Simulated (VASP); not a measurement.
# AgBr (Fm-3m) in VASP: notebook

The runs below take AgBr through single point, with PBE.

All numbers are computed with VASP 6.6.1; they aren't measurements. Logs are shortened: lines on timing, memory, paths and dates and some standing lists are left out, and cuts for length are marked.

### 1 The cell of the first run

Symmetry: Fm-3m, No. 225, cubic system. Conventional cell: a = 5.791 Å, b = 5.791 Å, c = 5.791 Å, α = 90.00°, β = 90.00°, γ = 90.00°. Ag (site symmetry m-3m) has 6 Br at 2.90 Å within 3.8 Å. Br (site symmetry m-3m) has 6 Ag at 2.90 Å within 3.8 Å.

### 2 Single point, PBE

Input file INCAR:

```
SYSTEM = AgBr
ALGO = Normal
EDIFF = 1E-6
ENCUT = 500
GGA = PE
GGA_COMPAT = .FALSE.
ISIF = 2
ISMEAR = 0
LASPH = .TRUE.
LCHARG = .FALSE.
LREAL = .FALSE.
LWAVE = .FALSE.
NBANDS = 16
NELM = 120
PREC = Accurate
SIGMA = 0.05
```

Input file KPOINTS:

```
k-points
0
G
  10 10 10
  0 0 0
```

Input file POSCAR:

```
AgBr
1.0
    0.0000000000      2.8956382764      2.8956382764
    2.8956382764      0.0000000000      2.8956382764
    2.8956382764      2.8956382764      0.0000000000
Ag Br
1 1
Direct
    0.5000000000      0.5000000000      0.5000000000
    0.0000000000      0.0000000000      0.0000000000
```

Potentials or basis: VASP PAW PBE potentials, release 64 (Ag, Br).

On the command line:

```sh
> cat potpaw_PBE.64/Ag/POTCAR potpaw_PBE.64/Br/POTCAR > POTCAR
> mpirun -np 1 vasp_std > vasp.out
```

OUTCAR:

```text
SYSTEM = AgBr
   EDIFF = 1E-6
   ENCUT = 500
   GGA = PE
   ISIF = 2
   ISMEAR = 0
   LASPH = .TRUE.
   LREAL = .FALSE.
   NELM = 120
   PREC = Accurate

 ion  position               nearest neighbor table
   1  0.500  0.500  0.500-   2 2.90   2 2.90   2 2.90   2 2.90   2 2.90   2 2.90
   2  0.000  0.000  0.000-   1 2.90   1 2.90   1 2.90   1 2.90   1 2.90   1 2.90

  LATTYP: Found a face centered cubic cell.
 ALAT       =     5.7912765528

  Lattice vectors:

 A1 = (   0.0000000000,   2.8956382764,   2.8956382764)
 A2 = (   2.8956382764,   0.0000000000,   2.8956382764)
 A3 = (   2.8956382764,   2.8956382764,   0.0000000000)

Analysis of symmetry for initial positions (statically):
=====================================================================
 Subroutine PRICEL returns:
 Original cell was already a primitive cell.

 Routine SETGRP: Setting up the symmetry group for a
 face centered cubic supercell.

 Subroutine GETGRP returns: Found 48 space group operations
 (whereof 48 operations were pure point group operations)
 out of a pool of 48 trial point group operations.

The static configuration has the point symmetry O_h .

Analysis of symmetry for dynamics (positions and initial velocities):
=====================================================================
 Subroutine PRICEL returns:
 Original cell was already a primitive cell.

 Routine SETGRP: Setting up the symmetry group for a
 face centered cubic supercell.

 Subroutine GETGRP returns: Found 48 space group operations
 (whereof 48 operations were pure point group operations)
 out of a pool of 48 trial point group operations.

The dynamic configuration has the point symmetry O_h .

 Subroutine INISYM returns: Found 48 space group operations
 (whereof 48 operations are pure point group operations),
 and found     1 'primitive' translations

----------------------------------------------------------------------------------------

                                     Primitive cell

  volume of cell :      48.5582

  direct lattice vectors                    reciprocal lattice vectors
     0.000000000  2.895638276  2.895638276    -0.172673501  0.172673501  0.172673501
     2.895638276  0.000000000  2.895638276     0.172673501 -0.172673501  0.172673501
     2.895638276  2.895638276  0.000000000     0.172673501  0.172673501 -0.172673501

  length of vectors
[... 80 lines left out ...]
   ENCUT  =  500.0 eV  36.75 Ry    6.06 a.u.   7.47  7.47  7.47*2*pi/ulx,y,z
   NELM   =    120;   NELMIN=  2; NELMDL= -5     # of ELM steps
   EDIFF  = 0.1E-05   stopping-criterion for ELM
   LREAL  =      F    real-space projection
   EDIFFG = 0.1E-04   stopping-criterion for IOM
   NSW    =      0    number of steps for IOM
   IBRION =     -1    ionic relax: 0-MD 1-quasi-New 2-CG
   NFREE  =      0    steps in history (QN), initial steepest desc. (CG)
   ISIF   =      2    stress and relaxation
   ISYM   =      2    0-nonsym 1-usesym 2-fastsym
   POTIM  = 0.5000    time-step for ionic-motion
   TEBEG  =    0.0;   TEEND  =   0.0 temperature during run
   PSTRESS=    0.0 pullay stress
   NELECT =      18.0000    total number of electrons
   NUPDOWN=      -1.0000    fix difference up-down
   EMIN   =  10.00;   EMAX   =-10.00  energy-range for DOS
   EFERMI =   0.00;   METHOD = LEGACY
   ISMEAR =     0;   SIGMA  =   0.05  broadening in eV -4-tet -1-fermi 0-gaus
   EFERMI_NEDOS =   21; number of points for ismear=-14 and -15
   IALGO  =     38    algorithm
   IMIX   =      4    mixing-type and parameters
     AMIX     =   0.40;   BMIX     =  1.00
     AMIX_MAG =   1.60;   BMIX_MAG =  1.00
  volume/ion in A,a.u.               =      24.28       163.84
  Fermi-wavevector in a.u.,A,eV,Ry     =   1.176011  2.222338 18.816881  1.383002
  Thomas-Fermi vector in A             =   2.312382
   LORBIT       =      0    0 simple, 1 ext, 2 COOP (PROOUT), +10 PAW based schemes
   GGA     = PE    functional components
   LHFCALC =     F    Hartree Fock is set to
   AEXX    =    0.0000 exact exchange contribution
   IVDW    =     0    specifies the selected vdW correction
   LEPSILON=     F    determine dielectric tensor
   LRPA    =     F    only Hartree local field effects (RPA)
 non-spin polarized calculation
 Gauss-broadening in eV      SIGMA  =   0.05
  energy-cutoff  :      500.00
  volume of cell :       48.56
 maximum number of plane-waves:      1251
 NGX is ok and might be reduce to    30
   NGX = 15   NGY = 15   NGZ = 15

 number of electron      18.0000004 magnetization

 Free energy of the ion-electron system (eV)
  ---------------------------------------------------
  ext. energy  EPLUGINS =         0.00000000
  ---------------------------------------------------
  free energy    TOTEN  =        -4.99644399 eV

  energy without entropy =       -4.99644399  energy(sigma->0) =       -4.99644399

 E-fermi :   3.5372     XC(G=0):  -9.7258

 val. band max:        3.2994919093   @ k =   0.5000   0.0000   0.0000
 cond. band min:       3.9775653400   @ k =   0.0000   0.0000   0.0000
 fundamental gap:      0.6780734308
 Fermi energy:         3.5371528250

 k-point     1 :       0.0000    0.0000    0.0000
  band No.  band energies     occupation
      1     -11.6132      2.00000
      2       0.6124      2.00000
      3       0.6124      2.00000
      4       0.6127      2.00000
      5       0.6127      2.00000
      6       0.6127      2.00000
[... 433 lines left out ...]
      3       0.0576      2.00000
      4       0.1355      2.00000
      5       0.5738      2.00000
      6       0.8749      2.00000
[... 8 lines left out ...]
     15      17.6040      0.00000
     16      18.3986      0.00000

 [... further k-points ...]

------------------------ aborting loop because EDIFF is reached ----------------------------------------

  FORCE on cell =-STRESS in cart. coord.  units (eV):
  Direction    XX          YY          ZZ          XY          YZ          ZX
  --------------------------------------------------------------------------------------
  -------------------------------------------------------------------------------------
  Total        0.3106355      0.3106355      0.3106355      0.0000000     -0.0000000     -0.0000000
  in kB       10.2494080     10.2494080     10.2494080      0.0000000     -0.0000000     -0.0000000
  external PRESSURE =      10.2494080 kB  Pullay stress =       0.0000000 kB

 VOLUME and BASIS-vectors are now :
 -----------------------------------------------------------------------------
  energy-cutoff  :      500.00
  volume of cell :       48.56
      direct lattice vectors                 reciprocal lattice vectors
     0.000000000  2.895638276  2.895638276    -0.172673501  0.172673501  0.172673501
     2.895638276  0.000000000  2.895638276     0.172673501 -0.172673501  0.172673501
     2.895638276  2.895638276  0.000000000     0.172673501  0.172673501 -0.172673501

 POSITION                                       TOTAL-FORCE (eV/Angst)
 -----------------------------------------------------------------------------------
      2.89564      2.89564      2.89564         0.000000     -0.000000     -0.000000
      0.00000      0.00000      0.00000        -0.000000      0.000000      0.000000
 -----------------------------------------------------------------------------------
    total drift:                                0.000000      0.000000      0.000000

  FREE ENERGIE OF THE ION-ELECTRON SYSTEM (eV)
  ---------------------------------------------------
  free  energy   TOTEN  =        -4.9964439854 eV

  energy  without entropy=       -4.9964439854  energy(sigma->0) =       -4.99644399
```

OSZICAR:

```text
N       E                     dE             d eps       ncg     rms          rms(c)
DAV:   1     0.866756439497E+02    0.86676E+02   -0.83432E+03  1504   0.984E+02
DAV:   2    -0.244210705806E+01   -0.89118E+02   -0.81977E+02  1856   0.205E+02
DAV:   3    -0.510513006752E+01   -0.26630E+01   -0.26563E+01  1808   0.361E+01
DAV:   4    -0.511531378475E+01   -0.10184E-01   -0.10183E-01  1872   0.257E+00
DAV:   5    -0.511539748703E+01   -0.83702E-04   -0.83702E-04  1880   0.226E-01    0.557E+00
DAV:   6    -0.500056134031E+01    0.11484E+00   -0.17835E-01  1864   0.599E+00    0.366E+00
DAV:   7    -0.499631391161E+01    0.42474E-02   -0.61493E-02  1640   0.164E+00    0.152E+00
DAV:   8    -0.499637771588E+01   -0.63804E-04   -0.41527E-03  1848   0.644E-01    0.256E-01
DAV:   9    -0.499641395610E+01   -0.36240E-04   -0.49952E-04  1824   0.239E-01    0.337E-02
DAV:  10    -0.499643739638E+01   -0.23440E-04   -0.38099E-05  1968   0.804E-02    0.205E-02
DAV:  11    -0.499644420192E+01   -0.68055E-05   -0.13825E-05  1784   0.295E-02    0.627E-03
DAV:  12    -0.499644398543E+01    0.21649E-06   -0.97151E-07  1320   0.949E-03
   1 F= -.49964440E+01 E0= -.49964440E+01  d E =-.349069E-13
```

It took 36 s on 1 thread of Intel Xeon Platinum 8259CL at 2.50GHz (Skylake/Cascade Lake), shared host; peak memory 0.19 GiB.

What came out:

| Item | Value |
| --- | --- |
| Free energy | -4.9964 eV |
| Pressure | 1.0 GPa |
| Band gap on the k mesh | 0.68 eV, indirect (least direct gap 2.52 eV) |

A k mesh can miss the band edges. A hybrid or GW would open this gap; PBE tends to underestimate it.

### 3 Single point, PBE (volume scaled by 0.960)

Input file INCAR:

```
PREC = Accurate
ENCUT = 500
EDIFF = 1E-6
ISMEAR = 0
SIGMA = 0.05
LREAL = False
LASPH = True
NELM = 120
ALGO = Normal
ISIF = 2
LWAVE = False
LCHARG = False
GGA = PE
NBANDS = 16
GGA_COMPAT = False
```

Input file KPOINTS:

```
Automatic mesh
0
Gamma
  10 10 10
```

Input file POSCAR:

```
AgBr
1.0
    0.0000000000      2.8807879895      2.8807879895
    2.8807879895      0.0000000000      2.8807879895
    2.8807879895      2.8807879895      0.0000000000
Ag Br
1 1
Direct
    0.5000000000      0.5000000000      0.5000000000
    0.0000000000      0.0000000000      0.0000000000
```

Potentials or basis: VASP PAW PBE potentials, release 64 (Ag, Br).

On the command line:

```sh
> cat potpaw_PBE.64/Ag/POTCAR potpaw_PBE.64/Br/POTCAR > POTCAR
> mpirun -np 1 vasp_std > vasp.out
```

Run time: 34 s. Hardware: 1 thread of Intel Xeon Platinum 8259CL at 2.50GHz (Skylake/Cascade Lake), shared host; peak memory 0.18 GiB.

Results (log left out):

```
Free energy            : -4.9900 eV
Pressure               : 1.7 GPa
Band gap on the k mesh : 0.67 eV, indirect (least direct gap 2.57 eV)
```

Levels at points of the mesh, in eV from the valence-band top:
| k point | band 6 | band 7 | band 8 | band 9 | band 10 | band 11 | band 12 | band 13 |
| --- | --- | --- | --- | --- | --- | --- | --- | --- |
| (0.00, 0.00, 0.00) | -2.75 | -1.89 | -1.89 | -1.89 | 0.67 | 9.92 | 9.92 | 9.92 |
| (0.50, 0.00, 0.00) | -2.45 | -2.12 | 0.00 | 0.00 | 3.77 | 6.53 | 6.78 | 6.78 |
| (0.50, 0.50, 0.00) | -2.59 | -2.35 | -2.35 | -2.26 | 1.62 | 7.07 | 9.02 | 10.99 |

 A k mesh can miss the band edges.
